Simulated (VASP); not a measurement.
## Bi: single point with r2SCAN

Bi:

```
Bi
1.0
     2.26650    1.30856    4.12830
    -2.26650    1.30856    4.12830
     0.00000   -2.61713    4.12830
Bi
2
Direct
  0.23156 0.23156 0.23156
  0.76844 0.76844 0.76844
```

```
Program                : VASP 6.6.1
Task                   : single point
Functional             : r2SCAN
Potentials or basis    : VASP PAW PBE potentials, release 64 (Bi_d)
Cutoff                 : 520 eV
k mesh                 : 12 × 12 × 12
Occupations            : gaussian, width 0.1 eV
Spin                   : no spin polarisation
Dipole correction      : no
Further INCAR settings : ALGO = Normal; EDIFF = 1e-06; NBANDS = 22
```

```
Pressure               : 0.0 GPa
Largest force          : 0.010 eV/Å
Band gap on the k mesh : zero (bands 15 and 16 overlap by 0.11 eV)
```

Forces in eV/Å, atoms in the order of the input:
```
Bi   0.000  0.000  0.010
Bi   0.000  0.000 -0.010
```

Levels at points of the mesh, in eV from the Fermi level:
```
           k point  band 12  band 13  band 14  band 15  band 16  band 17  band 18  band 19
(0.00, 0.00, 0.00)    -7.84    -1.77    -1.24    -1.24     2.29     2.88     2.88     6.11
(0.50, 0.00, 0.00)   -10.80    -1.81    -1.48    -0.40    -0.11     0.63     1.32     7.55
(0.50, 0.50, 0.00)    -9.89    -4.67    -3.14    -2.89     2.49     4.83     5.68     6.57
(0.50, 0.50, 0.50)   -10.09    -0.79    -0.71    -0.71     0.96     0.96     0.98     7.06
```

Run time: 12 min on 1 thread of Intel(R) Xeon(R) Platinum 8488C (Sapphire Rapids), on a shared host, peak memory 0.38 GiB.

Caveat: the PAW data sets were made with another functional, which shifts forces and pressure a little; spin-orbit coupling is left out, which moves the levels of the heavy elements.
